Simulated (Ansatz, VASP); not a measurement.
One calculation of Ge, two programs

The input INCAR:

```
PREC = Accurate
ENCUT = 600
EDIFF = 1E-6
ISMEAR = -1
SIGMA = 0.05
LREAL = F
LASPH = T
NELM = 80
ALGO = Normal
ISIF = 3
LWAVE = F
LCHARG = F
GGA = PE
IBRION = 2
NSW = 60
EDIFFG = -0.005
```

Contents of KPOINTS:

```
regular mesh
0
Gamma
  17 17 17
```

Contents of POSCAR:

```
Ge
1.0
   -1.6809877034      1.6809877034      1.6809877034
    1.6809877034     -1.6809877034      1.6809877034
    1.6809877034      1.6809877034     -1.6809877034
Ge
1
Direct
    0.0000000000      0.0000000000      0.0000000000
```

Input for Ansatz:

```yaml
crystal:
  lattice:
    - [-1.6809877034, 1.6809877034, 1.6809877034]
    - [1.6809877034, -1.6809877034, 1.6809877034]
    - [1.6809877034, 1.6809877034, -1.6809877034]
  atoms:
    - { symbol: Ge, position: [0.0, 0.0, 0.0] }
kpoints:
  mp_grid: { grid: [17, 17, 17] }
scf:
  occupations: { method: fermi_dirac, width: 0.05 }
hamiltonian:
  xc: pbe
  pseudopotentials: { kind: paw }
output:
  forces: true
  stress: true
relax:
  f_tol: 0.005
  max_steps: 40
  cell: {}
```

Alike in both runs: task relaxation of cell and atoms; functional PBE; k mesh 17 × 17 × 17; occupations fermi-dirac, width 0.05 eV; no spin polarisation.

|  | VASP | Ansatz |
| --- | --- | --- |
| version | VASP 6.6.1 | Ansatz 0.2.0 |
| potentials or method | VASP PAW PBE potentials, release 64 (Ge_d) | PAW with Ansatz's default frozen-core files, scalar-relativistic |
| plane-wave cutoff (eV) | 600 | 420 |
| valence electrons in the cell | 14 | 14 |

|  | VASP | Ansatz | Ansatz less VASP |
| --- | --- | --- | --- |
| relaxed volume (Å³/atom) | 19.14 | 19.14 | 0.000 |
| relaxed cell length with the largest relative difference (Å) | 2.919 | 2.919 | 0.0000 |
